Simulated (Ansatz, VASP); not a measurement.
# Rb in VASP and in Ansatz

The input INCAR:

```
PREC = Accurate
ENCUT = 520
EDIFF = 1E-6
ISMEAR = -1
SIGMA = 0.05
LREAL = False
LASPH = True
NELM = 80
ALGO = Normal
ISIF = 2
LWAVE = False
LCHARG = True
GGA = PS
LELF = True
LVHAR = True
NBANDS = 16
```

File KPOINTS:

```
Automatic mesh
0
Gamma
  10 10 6
```

The input POSCAR:

```
Rb
1.0
    4.2078272294      0.0000000000      0.0000000000
   -2.1039136147      3.6440852754      0.0000000000
    0.0000000000      0.0000000000      6.8166801115
Rb
2
Direct
    0.3333333333      0.6666666667      0.2500000000
    0.6666666667      0.3333333333      0.7500000000
```

Input for Ansatz:

```yaml
crystal:
  lattice:
    - [4.2078272294, 0.0, 0.0]
    - [-2.1039136147, 3.6440852754, 0.0]
    - [0.0, 0.0, 6.8166801115]
  atoms:
    - { symbol: Rb, position: [0.3333333333, 0.6666666667, 0.25] }
    - { symbol: Rb, position: [0.6666666667, 0.3333333333, 0.75] }
kpoints:
  mp_grid: { grid: [10, 10, 6] }
scf:
  occupations: { method: fermi_dirac, width: 0.05 }
hamiltonian:
  xc: pbesol
  pseudopotentials: { kind: all_electron, lapw: { basis_error: 0.001 } }
output:
  forces: true
  stress: true
  eigenvalues: true
  populations: true
```

Change from the starting cell: volume scaled by 0.6, LAPW.

Alike in both runs: task single point; functional PBEsol; k mesh 10 × 10 × 6; occupations fermi-dirac, width 0.05 eV; no spin polarisation.

|  | VASP | Ansatz |
| --- | --- | --- |
| version | VASP 6.6.1 | Ansatz 0.2.0 |
| potentials or method | VASP PAW PBE potentials, release 64 (Rb_sv), cutoff 520 eV | all-electron LAPW, scalar-relativistic |

Ansatz gave:

```
pressure (GPa) : 3.7
```

Question: Which values does VASP return?

Answer: Pressure (GPa): 3.6.

VASP's potentials were made for PBE, not for PBEsol. Ansatz ran all-electron here, and VASP with PAW potentials.
